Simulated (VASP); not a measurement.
Input of a VASP 6.6.1 run:

The input INCAR:

```
SYSTEM = Sn
PREC = Accurate
ENCUT = 500
EDIFF = 1E-6
ISMEAR = 0
SIGMA = 0.1
LREAL = .FALSE.
LASPH = .TRUE.
NELM = 120
ALGO = Normal
ISIF = 2
LWAVE = .FALSE.
LCHARG = .FALSE.
GGA = PS
NBANDS = 13
GGA_COMPAT = .FALSE.
```

Contents of KPOINTS:

```
regular mesh
0
G
  6 6 6
  0 0 0
```

POSCAR

```
Sn
1.0
   -1.7523499791      1.7526760885      2.1487908580
    1.7523499791     -1.7526760885      2.1487908580
    1.7523499791      1.7526760885     -2.1487908580
Sn
1
Direct
    0.0000000000      0.0000000000      0.0000000000
```

Potentials or basis: VASP PAW PBE potentials, release 64 (Sn_d).

Run with:

```bash
$ cat potpaw_PBE.64/Sn_d/POTCAR > POTCAR
$ mpirun -np 1 vasp_std > vasp.out
```

(1) Estimate the pressure.

(2) Predict the band gap on the k mesh.

Answers

(1) 0.4 GPa.

(2) zero (band 7 reaches 16.12 eV, above the bottom of band 8 at 6.00 eV).

Caveat: the k points lie up to 0.42 Å⁻¹ apart; the PAW data sets were made with another functional, which shifts forces and pressure a little; spin-orbit coupling is left out, which moves the levels of the heavy elements.
